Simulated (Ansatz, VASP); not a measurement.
**HfB3: VASP beside Ansatz**

```
Hf B
1.0
     3.03083    0.00000    0.00000
    -1.51542    2.62478    0.00000
     0.00000    0.00000    5.13922
Hf B
1 3
Direct
  0.00000 0.00000 0.50000
  0.00000 0.00000 0.00000
  0.33333 0.66667 0.15466
  0.33333 0.66667 0.84534
```

Change from the starting cell: the structure that the rattled cell fell into.

Alike in both runs: task relaxation of cell and atoms; functional PBE; k mesh 18 × 18 × 10; occupations gaussian, width 0.1 eV; no spin polarisation.

```csv
,VASP,Ansatz
version,VASP 6.6.1,Ansatz 0.2.0
potentials or method,"VASP PAW PBE potentials, release 64 (Hf_pv, B), cutoff 600 eV","scalar-relativistic, plane waves, PAW"
valence electrons in the cell,19,35
```

Ansatz gave:

| Item | Value |
| --- | --- |
| gap on the k mesh at the Fermi level, each at its own relaxed structure (eV) | none |
| relaxed volume (Å³/atom) | 10.23 |
| relaxed cell length with the largest relative difference (Å) | 3.032 |

Problem. Which values does VASP return?

Solution. gap on the k mesh at the Fermi level, each at its own relaxed structure (eV): none; relaxed volume (Å³/atom): 10.21; relaxed cell length with the largest relative difference (Å): 3.030.

A gap of «none» marks a metal or a gap that the smearing closes. VASP's potentials hold 19 valence electrons a cell and Ansatz's 35, so a difference there can come from the potentials and not from the codes.

Neither program's run includes spin-orbit coupling.
